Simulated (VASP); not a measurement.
# CdF2 (I4mm) in VASP: notebook

The runs below take CdF2 through single point, with PBEsol.

Program: VASP 6.6.1. These are calculated values, not measurements. Logs are shortened: lines on timing, memory, paths and dates and some standing lists are left out, and cuts for length are marked.

## (1) The cell of the first run

Symmetry: I4mm, No. 107, tetragonal system. The conventional cell has a = 3.810 Å, b = 3.810 Å, c = 5.388 Å, α = 90.00°, β = 90.00°, γ = 90.00°. Cd (site symmetry 4mm) has 8 F at 2.31 to 2.35 Å within 3.1 Å. Within 3.1 Å of F (site symmetry 2mm) lie 4 Cd at 2.31 to 2.35 Å and 6 F at 2.69 Å.

## (2) Single point, PBEsol (all Cd atoms moved +0.037 Å, as atom 1 along Cartesian [0 1 0])

File INCAR:

```
SYSTEM = CdF2
PREC     = Accurate       ! precision mode
ENCUT    = 520            ! plane-wave cutoff, eV
EDIFF    = 1E-6           ! SCF threshold, eV
ISMEAR   = 0              ! smearing method
SIGMA    = 0.05           ! smearing width, eV
LREAL    = .False.        ! projectors in reciprocal space
LASPH    = .True.         ! aspherical terms in the spheres
NELM     = 80             ! most SCF steps
ALGO     = Normal         ! electronic algorithm
ISIF     = 2              ! what is computed and relaxed
LWAVE    = .False.        ! write WAVECAR
LCHARG   = .False.        ! write CHGCAR
GGA      = PS             ! functional
NBANDS   = 20             ! bands
```

File KPOINTS:

```
Automatic mesh
0
Gamma
  8 8 8
  0 0 0
```

File POSCAR:

```
CdF2
1.0
    0.0000000000      2.6940000000      2.6940000000
    2.6940000000      0.0000000000      2.6940000000
    2.6940000000      2.6940000000      0.0000000000
Cd F
1 2
Direct
    0.0069599109     -0.0069599109      0.0069599109
    0.2500000000      0.2500000000      0.2500000000
    0.7500000000      0.7500000000      0.7500000000
```

Potentials or basis: VASP PAW PBE potentials, release 64 (Cd, F).

Command:

```bash
> cat potpaw_PBE.64/Cd/POTCAR potpaw_PBE.64/F/POTCAR > POTCAR
> mpirun -np 1 vasp_std > vasp.out
```

OUTCAR:

```text
SYSTEM = CdF2
   PREC = Accurate
   ENCUT = 520
   EDIFF = 1E-6
   ISMEAR = 0
   LREAL = .False.
   LASPH = .True.
   NELM = 80
   ISIF = 2
   GGA = PS

 ion  position               nearest neighbor table
   1  0.007  0.993  0.007-   3 2.31   3 2.31   2 2.31   2 2.31   3 2.35   2 2.35   3 2.35   2 2.35

   2  0.250  0.250  0.250-   1 2.31   1 2.31   1 2.35   1 2.35
   3  0.750  0.750  0.750-   1 2.31   1 2.31   1 2.35   1 2.35

  LATTYP: Found a face centered cubic cell.
 ALAT       =     5.3880000000

  Lattice vectors:

 A1 = (   0.0000000000,   2.6940000000,   2.6940000000)
 A2 = (   2.6940000000,   0.0000000000,   2.6940000000)
 A3 = (   2.6940000000,   2.6940000000,   0.0000000000)

Analysis of symmetry for initial positions (statically):
=====================================================================
 Subroutine PRICEL returns:
 Original cell was already a primitive cell.

 Routine SETGRP: Setting up the symmetry group for a
 face centered cubic supercell.

 Subroutine GETGRP returns: Found  8 space group operations
 (whereof  8 operations were pure point group operations)
 out of a pool of 48 trial point group operations.

The static configuration has the point symmetry C_4v.

Analysis of symmetry for dynamics (positions and initial velocities):
=====================================================================
 Subroutine PRICEL returns:
 Original cell was already a primitive cell.

 Routine SETGRP: Setting up the symmetry group for a
 face centered cubic supercell.

 Subroutine GETGRP returns: Found  8 space group operations
 (whereof  8 operations were pure point group operations)
 out of a pool of 48 trial point group operations.

The dynamic configuration has the point symmetry C_4v.

 Subroutine INISYM returns: Found  8 space group operations
 (whereof  8 operations are pure point group operations),
 and found     1 'primitive' translations

----------------------------------------------------------------------------------------

                                     Primitive cell

  volume of cell :      39.1041

  direct lattice vectors                    reciprocal lattice vectors
     0.000000000  2.694000000  2.694000000    -0.185597624  0.185597624  0.185597624
     2.694000000  0.000000000  2.694000000     0.185597624 -0.185597624  0.185597624
[... 77 lines left out ...]
 SYSTEM =  CdF2
   PREC   = accura    normal or accurate (medium, high low for compatibility)
   ISTART =      0    job   : 0-new  1-cont  2-samecut
   ICHARG =      2    charge: 1-file 2-atom 10-const
   ISPIN  =      1    spin polarized calculation?
   LNONCOLLINEAR =      F non collinear calculations
   LSORBIT =      F    spin-orbit coupling
   LASPH  =      T    aspherical Exc in radial PAW
   ENCUT  =  520.0 eV  38.22 Ry    6.18 a.u.   7.08  7.08  7.08*2*pi/ulx,y,z
   NELM   =     80;   NELMIN=  2; NELMDL= -5     # of ELM steps
   EDIFF  = 0.1E-05   stopping-criterion for ELM
   LREAL  =      F    real-space projection
   EDIFFG = 0.1E-04   stopping-criterion for IOM
   NSW    =      0    number of steps for IOM
   IBRION =     -1    ionic relax: 0-MD 1-quasi-New 2-CG
   NFREE  =      0    steps in history (QN), initial steepest desc. (CG)
   ISIF   =      2    stress and relaxation
   ISYM   =      2    0-nonsym 1-usesym 2-fastsym
   POTIM  = 0.5000    time-step for ionic-motion
   TEBEG  =    0.0;   TEEND  =   0.0 temperature during run
   PSTRESS=    0.0 pullay stress
   NELECT =      26.0000    total number of electrons
   NUPDOWN=      -1.0000    fix difference up-down
   EMIN   =  10.00;   EMAX   =-10.00  energy-range for DOS
   EFERMI =   0.00;   METHOD = LEGACY
   ISMEAR =     0;   SIGMA  =   0.05  broadening in eV -4-tet -1-fermi 0-gaus
   EFERMI_NEDOS =   21; number of points for ismear=-14 and -15
   IALGO  =     38    algorithm
   IMIX   =      4    mixing-type and parameters
     AMIX     =   0.40;   BMIX     =  1.00
     AMIX_MAG =   1.60;   BMIX_MAG =  1.00
  volume/ion in A,a.u.               =      13.03        87.96
  Fermi-wavevector in a.u.,A,eV,Ry     =   1.428867  2.700166 27.778468  2.041660
  Thomas-Fermi vector in A             =   2.548882
   LORBIT       =      0    0 simple, 1 ext, 2 COOP (PROOUT), +10 PAW based schemes
   GGA     = PS    functional components
   LHFCALC =     F    Hartree Fock is set to
   AEXX    =    0.0000 exact exchange contribution
   IVDW    =     0    specifies the selected vdW correction
   LEPSILON=     F    determine dielectric tensor
   LRPA    =     F    only Hartree local field effects (RPA)
 non-spin polarized calculation
 Gauss-broadening in eV      SIGMA  =   0.05
  energy-cutoff  :      520.00
  volume of cell :       39.10
 maximum number of plane-waves:      1067
   NGX = 15   NGY = 15   NGZ = 15

 number of electron      25.9999977 magnetization

 Free energy of the ion-electron system (eV)
  ---------------------------------------------------
  ext. energy  EPLUGINS =         0.00000000
  ---------------------------------------------------
  free energy    TOTEN  =       -11.58928882 eV

  energy without entropy =      -11.58928882  energy(sigma->0) =      -11.58928882

 E-fermi :  -1.2202     XC(G=0): -10.7077

 val. band max:       -1.4420081611   @ k =  -0.2500   0.5000   0.2500
 cond. band min:       1.4603807630   @ k =   0.0000   0.0000   0.0000
 fundamental gap:      2.9023889241
 Fermi energy:        -1.2202444180

 k-point     1 :       0.0000    0.0000    0.0000
  band No.  band energies     occupation
      1     -22.1618      2.00000
      2     -21.0268      2.00000
      3      -7.0732      2.00000
      4      -7.0732      2.00000
      5      -7.0697      2.00000
      6      -5.8230      2.00000
[... 541 lines left out ...]
     19      18.2655      0.00000
     20      19.7230      0.00000

 [... further k-points ...]
[... 5 lines left out ...]
  --------------------------------------------------------------------------------------
  -------------------------------------------------------------------------------------
  Total        0.1549193      0.1398374      0.1549193      0.0000000      0.0000000      0.0000000
  in kB        6.3473627      5.7294254      6.3473627      0.0000000      0.0000000      0.0000000
  external PRESSURE =       6.1413836 kB  Pullay stress =       0.0000000 kB

 VOLUME and BASIS-vectors are now :
 -----------------------------------------------------------------------------
  energy-cutoff  :      520.00
  volume of cell :       39.10
      direct lattice vectors                 reciprocal lattice vectors
     0.000000000  2.694000000  2.694000000    -0.185597624  0.185597624  0.185597624
     2.694000000  0.000000000  2.694000000     0.185597624 -0.185597624  0.185597624
     2.694000000  2.694000000  0.000000000     0.185597624  0.185597624 -0.185597624

 POSITION                                       TOTAL-FORCE (eV/Angst)
 -----------------------------------------------------------------------------------
      2.69400      0.03750      2.69400         0.000000     -0.200483      0.000000
      1.34700      1.34700      1.34700        -0.000000      0.100241     -0.000000
      4.04100      4.04100      4.04100         0.000000      0.100241      0.000000
 -----------------------------------------------------------------------------------
    total drift:                                0.000000     -0.000195      0.000000

  FREE ENERGIE OF THE ION-ELECTRON SYSTEM (eV)
  ---------------------------------------------------
  free  energy   TOTEN  =       -11.5892888224 eV

  energy  without entropy=      -11.5892888224  energy(sigma->0) =      -11.58928882
```

OSZICAR:

```text
N       E                     dE             d eps       ncg     rms          rms(c)
DAV:   1     0.197130984705E+03    0.19713E+03   -0.15548E+04  2432   0.132E+03
DAV:   2    -0.394271089383E+01   -0.20107E+03   -0.19270E+03  2560   0.341E+02
DAV:   3    -0.129762219579E+02   -0.90335E+01   -0.90046E+01  2696   0.784E+01
DAV:   4    -0.130190050242E+02   -0.42783E-01   -0.42781E-01  2536   0.550E+00
DAV:   5    -0.130191527834E+02   -0.14776E-03   -0.14776E-03  2708   0.293E-01    0.950E+00
DAV:   6    -0.115808352129E+02    0.14383E+01   -0.32113E+00  3000   0.355E+01    0.730E+00
DAV:   7    -0.116098257031E+02   -0.28990E-01   -0.74649E-01  2416   0.771E+00    0.426E+00
DAV:   8    -0.115985774646E+02    0.11248E-01   -0.14643E-01  2416   0.353E+00    0.709E-01
DAV:   9    -0.115886369492E+02    0.99405E-02   -0.33736E-02  2888   0.230E+00    0.945E-02
DAV:  10    -0.115891575002E+02   -0.52055E-03   -0.33151E-03  2412   0.563E-01    0.104E-01
DAV:  11    -0.115892602991E+02   -0.10280E-03   -0.11219E-04  2556   0.110E-01    0.439E-02
DAV:  12    -0.115892854339E+02   -0.25135E-04   -0.84458E-05  2388   0.762E-02    0.199E-02
DAV:  13    -0.115892887664E+02   -0.33326E-05   -0.81629E-06  2584   0.290E-02    0.721E-03
DAV:  14    -0.115892888224E+02   -0.55980E-07   -0.42071E-07  2096   0.856E-03
   1 F= -.11589289E+02 E0= -.11589289E+02  d E =-.611488E-12
```

It took 44 s on 1 thread of AMD EPYC 7R13 (Zen 3), shared host; peak memory 0.15 GiB.

Results:

```
Free energy            : -11.5893 eV
Pressure               : 0.6 GPa
Largest force          : 0.200 eV/Å
Band gap on the k mesh : 2.90 eV, indirect (least direct gap 3.39 eV)
```

Forces in eV/Å, atoms in the order of the input:
```
Cd   0.000 -0.200  0.000
F    0.000  0.100  0.000
F    0.000  0.100  0.000
```

Caveat: the cell differs from its parent crystal (all Cd atoms moved +0.037 Å, as atom 1 along Cartesian [0 1 0]); the PAW data sets were made with another functional, which shifts forces and pressure a little. A k mesh can miss the band edges.

## (3) Single point, PBEsol (all Cd atoms moved +0.013 Å, as atom 1 along Cartesian [0 1 0])

File INCAR:

```
SYSTEM = CdF2
PREC = Accurate ; ENCUT = 520
EDIFF = 1E-6 ; ISMEAR = 0
SIGMA = 0.05 ; LREAL = .FALSE.
LASPH = .TRUE. ; NELM = 80
ALGO = Normal ; ISIF = 2
LWAVE = .FALSE. ; LCHARG = .FALSE.
GGA = PS ; NBANDS = 20
```

File KPOINTS:

```
Automatic mesh
0
G
  8 8 8
  0 0 0
```

Edit POSCAR of step 2 so:

```diff
@@ -8,3 +8,3 @@
 Direct
-    0.0069599109     -0.0069599109      0.0069599109
+    0.0023199703     -0.0023199703      0.0023199703
     0.2500000000      0.2500000000      0.2500000000
```

Potentials or basis: VASP PAW PBE potentials, release 64 (Cd, F).

Command:

```bash
> cat potpaw_PBE.64/Cd/POTCAR potpaw_PBE.64/F/POTCAR > POTCAR
> mpirun -np 1 vasp_std > vasp.out
```

Run time: 42 s. Hardware: 1 thread of AMD EPYC 7R13 (Zen 3), shared host; peak memory 0.15 GiB.

The run converged. Its results:

| Quantity | Value |
| --- | --- |
| Free energy | -11.5926 eV |
| Pressure | 0.5 GPa |
| Largest force | 0.067 eV/Å |
| Band gap on the k mesh | 2.90 eV, indirect (least direct gap 3.39 eV) |

Forces on the atoms (eV/Å):
```
Cd   0.000 -0.067  0.000
F    0.000  0.034  0.000
F    0.000  0.034  0.000
```

Levels at points of the mesh, in eV from the valence-band top:
```
           k point  band 11  band 12  band 13  band 14  band 15  band 16
(0.00, 0.00, 0.00)    -0.49    -0.49    -0.49     2.90    12.50    12.50
(0.50, 0.00, 0.00)    -1.88    -0.39    -0.39     7.06     8.97    14.31
(0.50, 0.50, 0.00)    -0.51    -0.09    -0.09     7.88     9.46    11.69
(0.50, 0.00, 0.50)    -0.51    -0.09    -0.09     7.88     9.46    11.69
```

Caveat: the cell differs from its parent crystal (all Cd atoms moved +0.013 Å, as atom 1 along Cartesian [0 1 0]); the PAW data sets were made with another functional, which shifts forces and pressure a little. A k mesh can miss the band edges.
